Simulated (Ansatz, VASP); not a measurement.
# Si3N4 in VASP and in Ansatz

File INCAR:

```
ALGO = Normal
EDIFF = 1E-8
ENCUT = 520
GGA = PE
ISIF = 2
ISMEAR = -1
LASPH = T
LCHARG = F
LEFG = T
LREAL = F
LWAVE = F
NBANDS = 45
NELM = 80
PREC = Accurate
SIGMA = 0.02
```

Contents of KPOINTS:

```
k-points
0
Gamma
  4 4 10
```

The input POSCAR:

```
Si3N4
1.0
    7.6015000000      0.0000000000      0.0000000000
   -3.8007500000      6.5830921069      0.0000000000
    0.0000000000      0.0000000000      2.9061000000
Si N
6 8
Direct
    0.7684820000      0.1745830000      0.2500000000
    0.5938990000      0.7684820000      0.7500000000
    0.8254170000      0.5938990000      0.2500000000
    0.2315180000      0.8254170000      0.7500000000
    0.4061010000      0.2315180000      0.2500000000
    0.1745830000      0.4061010000      0.7500000000
    0.0305100000      0.3303000000      0.2500000000
    0.7002100000      0.0305100000      0.7500000000
    0.6697000000      0.7002100000      0.2500000000
    0.9694900000      0.6697000000      0.7500000000
    0.2997900000      0.9694900000      0.2500000000
    0.3303000000      0.2997900000      0.7500000000
    0.6666666667      0.3333333333      0.2500000000
    0.3333333333      0.6666666667      0.7500000000
```

Input for Ansatz:

```yaml
crystal:
  lattice:
    - [7.6015, 0.0, 0.0]
    - [-3.80075, 6.5830921069, 0.0]
    - [0.0, 0.0, 2.9061]
  atoms:
    - { symbol: Si, position: [0.768482, 0.174583, 0.25] }
    - { symbol: Si, position: [0.593899, 0.768482, 0.75] }
    - { symbol: Si, position: [0.825417, 0.593899, 0.25] }
    - { symbol: Si, position: [0.231518, 0.825417, 0.75] }
    - { symbol: Si, position: [0.406101, 0.231518, 0.25] }
    - { symbol: Si, position: [0.174583, 0.406101, 0.75] }
    - { symbol: "N", position: [0.03051, 0.3303, 0.25] }
    - { symbol: "N", position: [0.70021, 0.03051, 0.75] }
    - { symbol: "N", position: [0.6697, 0.70021, 0.25] }
    - { symbol: "N", position: [0.96949, 0.6697, 0.75] }
    - { symbol: "N", position: [0.29979, 0.96949, 0.25] }
    - { symbol: "N", position: [0.3303, 0.29979, 0.75] }
    - { symbol: "N", position: [0.6666666667, 0.3333333333, 0.25] }
    - { symbol: "N", position: [0.3333333333, 0.6666666667, 0.75] }
kpoints:
  mp_grid: { grid: [4, 4, 10] }
scf:
  occupations: { method: fermi_dirac, width: 0.02 }
hamiltonian:
  xc: pbe
  pseudopotentials: { kind: paw, frozen_core: stored }
output:
  forces: true
  stress: true
  populations: true
  efg: { quadrupole_moments_barn: { "N": 0.02044 } }
  write_density: true
  write_potential: true
  elf: true
  volumetric_format: npy
```

Alike in both runs: task electric field gradients; functional PBE; k mesh 4 × 4 × 10; occupations fermi-dirac, width 0.02 eV; no spin polarisation.

|  | VASP | Ansatz |
| --- | --- | --- |
| version | VASP 6.6.1 | Ansatz 0.2.0 |
| potentials or method | VASP PAW PBE potentials, release 64 (Si, N) | plane-wave PAW, scalar-relativistic |
| plane-wave cutoff (eV) | 520 | 420 |
| valence electrons in the cell | 64 | 64 |

VASP gave:

| Property | Result |
| --- | --- |
| gap on the k mesh at the Fermi level (eV) | 4.32 |
| pressure (GPa) | 5.5 |
| traceless stress, the component that is largest in VASP (GPa) | -0.06 |
| rms of the force components (eV/Å) | 0.020 |
| size of Vzz on the site where it differs most (V/Å²) | 46.1 |

What did Ansatz give for the same quantities?

gap on the k mesh at the Fermi level (eV): 4.33; pressure (GPa): 5.8; traceless stress, the component that is largest in VASP (GPa): -0.03; rms of the force components (eV/Å): 0.019; size of Vzz on the site where it differs most (V/Å²): 50.9.

Atom by atom the forces differ by 0.002 eV/Å (rms over components).
